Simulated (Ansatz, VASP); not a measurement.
TaAl7N8: VASP beside Ansatz

INCAR

```
  PREC = Accurate
  ENCUT = 520
  EDIFF = 1E-6
  ISMEAR = 0
  SIGMA = 0.05
  LREAL = Auto
  LASPH = T
  NELM = 150
  ALGO = Normal
  ISIF = 2
  LWAVE = F
  LCHARG = F
  LMAXMIX = 4
  LDAU = T
  LDAUTYPE = 2
  LDAUL = 2 -1 -1
  LDAUU = 2 0 0
  LDAUJ = 0 0 0
  LDAUPRINT = 1
  GGA = PS
  NBANDS = 50
```

KPOINTS

```
regular mesh
0
Gamma
  3 3 4
```

Contents of POSCAR:

```
TaAl7N8
1.0
    6.2200009000      0.0000000000      0.0000000000
   -3.1100004000      5.3866788000      0.0000000000
    0.0000000000      0.0000000000      4.9800000000
Ta Al N
1 7 8
Direct
    0.3330903112      0.1664206200      0.9651824420
    0.3339891905      0.6668140602      0.0064893649
    0.8327069716      0.1654863856      0.0065039941
    0.8326607707      0.6668549016      0.0066238214
    0.1630942484      0.3364531099      0.4962215555
    0.1630579567      0.8260375870      0.4965067972
    0.6736226571      0.3365613990      0.4966037010
    0.6664875913      0.8330180303      0.5023796567
    0.3333535176      0.1663324130      0.4342792640
    0.3355446620      0.6675318520      0.3815086866
    0.8320094721      0.1639878084      0.3815237373
    0.8320272058      0.6675507999      0.3816338074
    0.1516853279      0.3478192094      0.8743607140
    0.1516839901      0.8036104704      0.8746884052
    0.6959129155      0.3478067664      0.8748041424
    0.6664080217      0.8330334660      0.8826825322
```

Input for Ansatz:

```yaml
crystal:
  lattice:
    - [6.2200009, 0.0, 0.0]
    - [-3.1100004, 5.3866788, 0.0]
    - [0.0, 0.0, 4.98]
  atoms:
    - { symbol: Ta, position: [0.3330903112, 0.16642062, 0.965182442] }
    - { symbol: Al, position: [0.3339891905, 0.6668140602, 0.0064893649] }
    - { symbol: Al, position: [0.8327069716, 0.1654863856, 0.0065039941] }
    - { symbol: Al, position: [0.8326607707, 0.6668549016, 0.0066238214] }
    - { symbol: Al, position: [0.1630942484, 0.3364531099, 0.4962215555] }
    - { symbol: Al, position: [0.1630579567, 0.826037587, 0.4965067972] }
    - { symbol: Al, position: [0.6736226571, 0.336561399, 0.496603701] }
    - { symbol: Al, position: [0.6664875913, 0.8330180303, 0.5023796567] }
    - { symbol: "N", position: [0.3333535176, 0.166332413, 0.434279264] }
    - { symbol: "N", position: [0.335544662, 0.667531852, 0.3815086866] }
    - { symbol: "N", position: [0.8320094721, 0.1639878084, 0.3815237373] }
    - { symbol: "N", position: [0.8320272058, 0.6675507999, 0.3816338074] }
    - { symbol: "N", position: [0.1516853279, 0.3478192094, 0.874360714] }
    - { symbol: "N", position: [0.1516839901, 0.8036104704, 0.8746884052] }
    - { symbol: "N", position: [0.6959129155, 0.3478067664, 0.8748041424] }
    - { symbol: "N", position: [0.6664080217, 0.833033466, 0.8826825322] }
basis:
  ecutwfc: 420
  ecutrho_ratio: 4
kpoints:
  mp_grid: { grid: [3, 3, 4] }
hamiltonian:
  xc: pbesol
  hubbard: { sites: [{ site: 0, l: d, u_eff: 2.0 }] }
scf:
  occupations: { method: gaussian, width: 0.05 }
  lower_state_search: "off"
  max_iter: 150
output:
  forces: true
  stress: true
  eigenvalues: true
  populations: true
  hubbard: { sites: [{ site: 0, l: d }] }
```

Alike in both runs: task single point; functional PBEsol; k mesh 3 × 3 × 4; occupations gaussian, width 0.05 eV; no spin polarisation; Hubbard terms Ta d U = 2.0 eV.

```csv
,VASP,Ansatz
version,VASP 6.6.1,Ansatz 0.2.0
potentials or method,"VASP PAW PBE potentials, release 64 (Ta_pv, Al, N), cutoff 520 eV","scalar-relativistic, plane waves, PAW"
valence electrons in the cell,72,74
```

```tsv
	VASP	Ansatz	Ansatz less VASP
gap on the k mesh at the Fermi level (eV)	none	none	-
pressure (GPa)	9.6	9.1	-0.56
traceless stress, the component that is largest in VASP (GPa)	-5.23	-5.06	+0.171
rms of the force components (eV/Å)	0.104	0.128	+0.0239
```

VASP's potentials were made for PBE, not for PBEsol. The programs project onto different local orbitals, so the same U acts differently, and such runs can settle in different states. Atom by atom the forces differ by 0.052 eV/Å (rms over components). A gap of «none» marks a metal or a gap that the smearing closes. VASP's potentials hold 72 valence electrons a cell and Ansatz's 74, so a difference there can come from the potentials and not from the codes. Ansatz's warnings: filled band counts differ across k points.

The k mesh is coarse, so the values compare programs but aren't converged. Spin-orbit coupling is off throughout.
